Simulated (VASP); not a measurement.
Input of a VASP 6.6.1 run:

Contents of POSCAR:

```
Ba2TeS
1.0
    4.7957601310      0.0000000000      0.0000000000
    0.0000000000      4.7957601310      0.0000000000
    0.0000000000      0.0000000000      6.7889352368
S Ba Te
1 2 1
Direct
    0.0000000000      0.0000000000      0.0000000000
    0.0000000000      0.0000000000      0.5000000000
    0.5000000000      0.5000000000      0.0000000000
    0.5000000000      0.5000000000      0.5000000000
```

File INCAR.step1:

```
SYSTEM = Ba2TeS
PREC = Accurate ; ENCUT = 600
ISMEAR = -1 ; SIGMA = 0.02
LREAL = .False. ; LASPH = .True.
NELM = 80 ; GGA = PE
ALGO = Normal ; EDIFF = 1E-4
LWAVE = .True. ; LCHARG = .False.
```

File INCAR.step2:

```
SYSTEM = Ba2TeS
PREC = Accurate ; ENCUT = 600
EDIFF = 1E-7 ; ISMEAR = -1
SIGMA = 0.02 ; LREAL = .False.
LASPH = .True. ; NELM = 80
ALGO = Normal ; ISIF = 3
LWAVE = .False. ; LCHARG = .False.
METAGGA = R2SCAN ; LMIXTAU = .True.
IBRION = 2 ; NSW = 80
EDIFFG = -0.005 ; ISTART = 1
```

KPOINTS

```
regular mesh
0
Gamma
  6 6 4
  0 0 0
```

Potentials or basis: VASP PAW PBE potentials, release 64 (S, Ba_sv, Te).

Launch:

```sh
$ cat potpaw_PBE.64/S/POTCAR potpaw_PBE.64/Ba_sv/POTCAR potpaw_PBE.64/Te/POTCAR > POTCAR
$ cp INCAR.step1 INCAR
$ mpirun -np 1 vasp_std > vasp.out
$ cp INCAR.step2 INCAR
$ mpirun -np 1 vasp_std > vasp.out
```

(1) Predict the relaxed volume.

(2) Predict the band gap on the k mesh.

(3) Predict the relaxed cell.

## Answers

(1) 39.40 Å³/atom.

(2) 2.08 eV.

(3) a = 4.811 Å, b = 4.811 Å, c = 6.810 Å, α = 90.00°, β = 90.00°, γ = 90.00°.

Caveat: the PAW data sets were made with another functional, which shifts forces and pressure a little; spin-orbit coupling is left out, which moves the levels of the heavy elements.
